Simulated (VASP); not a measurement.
Write the native input for VASP 6.6.1 that does the following.

```yaml
Task: relaxation of cell and atoms
Functional: PBE
Potentials_or_basis: VASP PAW PBE potentials, release 64 (Ti_sv, Pt)
Cutoff: 600 eV
k_mesh: 10 × 10 × 10
Occupations: gaussian, width 0.1 eV
Spin: no spin polarisation
Dipole_correction: no
Further_INCAR_settings: ALGO = Fast; EDIFF = 1e-06; IBRION = 2; EDIFFG = -0.01; NSW = 100; ISIF = 3
```

The structure of TiPt5 lies in POSCAR:

```
TiPt5
1.0
    0.0000000000      3.6826238065      3.6826238065
    3.6826238065      0.0000000000      3.6826238065
    3.6826238065      3.6826238065      0.0000000000
Ti Pt
1 5
Direct
    0.0000000000      0.0000000000      0.0000000000
    0.7500000000      0.7500000000      0.7500000000
    0.3751431840      0.3751431840      0.8745704479
    0.3751431840      0.8745704479      0.3751431840
    0.8745704479      0.3751431840      0.3751431840
    0.3751431840      0.3751431840      0.3751431840
```

These files were run (other wordings do the same):

INCAR

```
SYSTEM = TiPt5
  ALGO = Fast
  EDIFF = 1E-6
  EDIFFG = -0.01
  ENCUT = 600
  GGA = PE
  IBRION = 2
  ISIF = 3
  ISMEAR = 0
  LASPH = .True.
  LCHARG = .False.
  LREAL = .False.
  LWAVE = .False.
  NELM = 100
  NSW = 100
  PREC = Accurate
  SIGMA = 0.1
```

KPOINTS

```
k-points
0
Gamma
  10 10 10
  0 0 0
```

Potentials or basis: VASP PAW PBE potentials, release 64 (Ti_sv, Pt).

The run is started by

```sh
$ cat potpaw_PBE.64/Ti_sv/POTCAR potpaw_PBE.64/Pt/POTCAR > POTCAR
$ mpirun -np 1 vasp_std > vasp.out
```

Results of the run:

```yaml
Relaxed_volume: 16.57 Å³/atom
Relaxed_cell: a = 5.200 Å, b = 5.200 Å, c = 5.200 Å, α = 60.00°, β = 60.00°, γ = 60.00°
Space_group_after_relaxing_to_0.05_Å: F-43m (No. 216)
Energy_gained_by_relaxing: 0.2 meV/atom
Ionic_steps: 3
Pressure_after_relaxing: 0.0 GPa
Largest_force_after_relaxing: 0.004 eV/Å
Band_gap_on_the_k_mesh: zero (band 31 reaches 10.61 eV, above the bottom of band 32 at 9.33 eV)
```

Caveat: spin-orbit coupling is left out, which moves the levels of the heavy elements.

It took 18 min on 1 thread of Intel(R) Xeon(R) Platinum 8559C (Emerald Rapids), with other jobs on the host, peak memory 0.4 GiB.
